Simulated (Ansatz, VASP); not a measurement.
**Two plane-wave programs on Cu**

```
Cu
1.0
     0.00000   -1.80750   -1.80750
     0.00000    1.80750   -1.80750
     3.61500    0.00000    0.00000
Cu
2
Direct
  0.50000 0.50000 0.45851
  0.00000 0.00000 0.04149
```

Change from the starting cell: mode 6 (244.6 1/cm) frozen in, largest displacement -0.150 Å.

Alike in both runs: task single point; functional PBE; k mesh 18 × 18 × 14; occupations gaussian, width 0.15 eV; no spin polarisation.

|  | VASP | Ansatz |
| --- | --- | --- |
| version | VASP 6.6.1 | Ansatz 0.2.0 |
| potentials or method | VASP PAW PBE potentials, release 64 (Cu_sv_GW), cutoff 700 eV | scalar-relativistic, plane waves, PAW |
| valence electrons in the cell | 38 | 38 |

```tsv
	VASP	Ansatz	Ansatz less VASP
gap on the k mesh at the Fermi level (eV)	none	none	-
pressure (GPa)	5.2	10.3	+5.12
traceless stress, the component that is largest in VASP (GPa)	-1.12	-1.12	+0.003
rms of the force components (eV/Å)	1.295	1.293	-0.0015
```

Atom by atom the forces differ by 0.002 eV/Å (rms over components). A gap of «none» marks a metal or a gap that the smearing closes. One of these differences is far larger than is usual between the two programs; its cause wasn't traced.
